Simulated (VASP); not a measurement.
Crystal: Sb.

```
CELL_PARAMETERS angstrom
0.00000 3.54337 3.54337
3.54337 0.00000 3.54337
3.54337 3.54337 0.00000
ATOMIC_POSITIONS crystal
Sb 0.00000 0.00000 0.00000
Sb 0.25000 0.25000 0.25000
```

Base run:

| Property | Result |
| --- | --- |
| Program | VASP 6.6.1 |
| Functional | PBE |
| Potentials or basis | VASP PAW PBE potentials, release 64 (Sb) |
| Cutoff | 520 eV |
| k mesh | 9 × 9 × 9 |
| Occupations | fermi-dirac, width 0.0612256 eV |
| Spin | no spin polarisation |

Its results: band gap on the k mesh zero (band 5 reaches 3.86 eV, above the bottom of band 6 at 3.17 eV); pressure -1.1 GPa.

**Question.** The run is repeated on the same cell with these changes: functional from PBE to r2SCAN; occupations from fermi-dirac, width 0.0612256 eV to fermi-dirac, width 0.1 eV. What comes out?

**Answer.** Band gap on the k mesh zero (band 5 reaches 3.81 eV, above the bottom of band 6 at 3.09 eV); pressure -1.8 GPa.

Caveats: spin-orbit coupling is left out, which moves the levels of the heavy elements; the PAW data sets were made with another functional, which shifts forces and pressure a little (some runs).
